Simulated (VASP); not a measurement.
Wanted: the native input for a VASP 6.6.1 run.

```yaml
Task: single point
Functional: r2SCAN
Potentials_or_basis: VASP PAW PBE potentials, release 64 (Ti_sv, Co)
Cutoff: 520 eV
k_mesh: 10 × 10 × 10
Occupations: gaussian, width 0.1 eV
Spin: collinear spin, ferromagnetic start
Starting_moments: "[0.41, 0.41, 0.41, 0.41, 1.94, 1.94] μB"
Dipole_correction: no
Further_INCAR_settings: ALGO = Normal; EDIFF = 1e-06; NBANDS = 46
```

Ti2Co:

```xyz
6
Lattice="0.0000 3.5288 3.5288 3.5288 0.0000 3.5288 3.5288 3.5288 0.0000" Properties=species:S:1:pos:R:3 pbc="T T T"
Ti    0.8822    0.8822    0.8822
Ti    0.8822    2.6466    2.6466
Ti    2.6466    2.6466    0.8822
Ti    2.6466    0.8822    2.6466
Co    3.5288    3.5288    3.5288
Co    5.2932    5.2932    5.2932
```

This cell differs from its parent crystal: equal strain along all axes, cell held: -1.0 %.

The input as run:

POSCAR

```
Ti2Co
1.0
    0.0000000000      3.5288150100      3.5288150100
    3.5288150100      0.0000000000      3.5288150100
    3.5288150100      3.5288150100      0.0000000000
Ti Co
4 2
Direct
    0.1250000000      0.1250000000      0.1250000000
    0.6250000000      0.1250000000      0.1250000000
    0.1250000000      0.1250000000      0.6250000000
    0.1250000000      0.6250000000      0.1250000000
    0.5000000000      0.5000000000      0.5000000000
    0.7500000000      0.7500000000      0.7500000000
```

INCAR.step1

```
PREC     = Accurate       # precision mode
ENCUT    = 520            # plane-wave cutoff, eV
ISMEAR   = 0              # smearing method
SIGMA    = 0.1            # smearing width, eV
LREAL    = False          # projectors in reciprocal space
LASPH    = True           # aspherical terms in the spheres
NELM     = 150            # most SCF steps
ISPIN    = 2              # spin polarisation
MAGMOM   = 0.41 0.41 0.41 0.41 1.94 1.94 # initial moments
LMAXMIX  = 4              # l up to which the mixer works
NBANDS   = 46             # bands
GGA      = PE             # functional
ALGO     = Normal         # electronic algorithm
EDIFF    = 1E-4           # SCF threshold, eV
LWAVE    = True           # write WAVECAR
LCHARG   = False          # write CHGCAR
```

INCAR.step2

```
PREC     = Accurate       # precision mode
ENCUT    = 520            # plane-wave cutoff, eV
EDIFF    = 1E-6           # SCF threshold, eV
ISMEAR   = 0              # smearing method
SIGMA    = 0.1            # smearing width, eV
LREAL    = False          # projectors in reciprocal space
LASPH    = True           # aspherical terms in the spheres
NELM     = 150            # most SCF steps
ALGO     = Normal         # electronic algorithm
ISIF     = 2              # what is computed and relaxed
LWAVE    = False          # write WAVECAR
LCHARG   = False          # write CHGCAR
ISPIN    = 2              # spin polarisation
MAGMOM   = 0.41 0.41 0.41 0.41 1.94 1.94 # initial moments
LORBIT   = 11             # projections on sites
LMAXMIX  = 4              # l up to which the mixer works
METAGGA  = R2SCAN         # meta-GGA
LMIXTAU  = True         
NBANDS   = 46             # bands
ISTART   = 1
```

KPOINTS

```
Automatic mesh
0
Gamma
  10 10 10
```

Potentials or basis: VASP PAW PBE potentials, release 64 (Ti_sv, Co).

Run with:

```console
$ cat potpaw_PBE.64/Ti_sv/POTCAR potpaw_PBE.64/Co/POTCAR > POTCAR
$ cp INCAR.step1 INCAR
$ mpirun -np 1 vasp_std > vasp.out
$ cp INCAR.step2 INCAR
$ mpirun -np 1 vasp_std > vasp.out
```

It gave:

```yaml
Pressure: 3.9 GPa
Net_moment: 4.70 μB per cell
Site_moments: Ti +0.41; Co +1.67 μB
Valence_electrons_inside_the_program's_atomic_spheres: Ti 10.54; Co 7.95
```

Caveat: the cell differs from its parent crystal (equal strain along all axes, cell held: -1.0 %); the PAW data sets were made with another functional, which shifts forces and pressure a little.

Run time: 34 min on 1 thread of Intel(R) Xeon(R) Platinum 8488C (Sapphire Rapids) (shared host), peak memory 0.49 GiB.
